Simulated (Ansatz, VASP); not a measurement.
## ZnO: VASP beside Ansatz

```xyz
14
Lattice="5.7474 0.0505 -0.0850 0.0505 5.7954 0.0830 -0.0850 0.0830 5.6299" Properties=species:S:1:pos:R:3 pbc="T T T"
Zn    1.9952    4.3985    3.8923
Zn    4.3750    0.9786    3.8864
Zn    0.8218    2.3344    4.6892
Zn    0.4023    3.9118    2.3141
Zn    3.9023    0.1706    0.9335
Zn    4.5662    3.0427    0.5206
Zn    1.1388    1.5612    2.3334
O     3.0543    0.5126    2.6022
O     4.5977    3.2077    2.6230
O     3.8251    4.5243    5.3072
O     0.0929    5.7107    1.8696
O     3.3781    1.7155    5.3757
O     0.8025    2.6392    0.8256
O     0.4264    0.3488    3.9363
```

Alike in both runs: task single point; functional PBE; k mesh 4 × 3 × 4; occupations fermi-dirac, width 0.2585 eV; no spin polarisation.

|  | VASP | Ansatz |
| --- | --- | --- |
| version | VASP 6.6.1 | Ansatz 0.2.0 |
| potentials or method | VASP PAW PBE potentials, release 64 (Zn, O), cutoff 520 eV | scalar-relativistic, plane waves, PAW |
| valence electrons in the cell | 126 | 126 |

VASP gave:

```
gap on the k mesh at the Fermi level (eV) : none
rms of the force components (eV/Å)        : 1.303
```

Task: Which values does Ansatz return?

Result: gap on the k mesh at the Fermi level (eV): none; rms of the force components (eV/Å): 1.262.

Atom by atom the forces differ by 0.064 eV/Å (rms over components). A gap of «none» marks a metal or a gap that the smearing closes. With one functional, cell and mesh, what is left measures potentials, basis and numerics.

The k mesh is coarse, so the values compare programs but aren't converged.
